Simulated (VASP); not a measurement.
Wanted: the native input for a VASP 6.6.1 run.

* Task: single point
* Functional: PBEsol
* Potentials or basis: VASP PAW PBE potentials, release 64 (Al, Cu)
* Cutoff: 520 eV
* k mesh: 12 × 12 × 12
* Occupations: gaussian, width 0.15 eV
* Spin: no spin polarisation
* Dipole correction: no
* Further INCAR settings: ALGO = Fast; EDIFF = 1e-07; NBANDS = 26

The structure of Al2Cu lies in POSCAR:

```
Al2Cu
1.0
   -2.9965506923      2.9965506923      2.4139243086
    2.9965506923     -2.9965506923      2.4139243086
    2.9965506923      2.9965506923     -2.4139243086
Al Cu
4 2
Direct
    0.1614613108      0.6614613108      0.8186399160
    0.6614613108      0.8428213948      0.5000000000
    0.8385386892      0.3385386892      0.1813600840
    0.3385386892      0.1571786052      0.5000000000
    0.7500000000      0.7449942445     -0.0050057555
    0.2500000000      0.2550057555      0.0050057555
```

This cell differs from its parent crystal: atoms displaced along a vibrational mode.

These files were run (other wordings do the same):

INCAR

```
SYSTEM = Al2Cu
ALGO     = Fast           ! electronic algorithm
EDIFF    = 1E-7           ! SCF threshold, eV
ENCUT    = 520            ! plane-wave cutoff, eV
GGA      = PS             ! functional
ISIF     = 2              ! what is computed and relaxed
ISMEAR   = 0              ! smearing method
LASPH    = .TRUE.         ! aspherical terms in the spheres
LCHARG   = .FALSE.        ! write CHGCAR
LREAL    = .FALSE.        ! projectors in reciprocal space
LWAVE    = .FALSE.        ! write WAVECAR
NBANDS   = 26             ! bands
NELM     = 60             ! most SCF steps
PREC     = Accurate       ! precision mode
SIGMA    = 0.15           ! smearing width, eV
```

KPOINTS

```
k-points
0
G
  12 12 12
  0 0 0
```

Potentials or basis: VASP PAW PBE potentials, release 64 (Al, Cu).

Run with:

```console
$ cat potpaw_PBE.64/Al/POTCAR potpaw_PBE.64/Cu/POTCAR > POTCAR
$ mpirun -np 1 vasp_std > vasp.out
```

It gave:

The pressure is 0.3 GPa and the largest force is 0.149 eV/Å. The band gap on the k mesh is zero (bands 17 and 18 overlap by 4.40 eV).

Caveat: the cell differs from its parent crystal (atoms displaced along a vibrational mode); the PAW data sets were made with another functional, which shifts forces and pressure a little.

Run time: 39 min on 1 thread of Intel Xeon 8259CL, with other jobs on the host, peak memory 0.91 GiB.
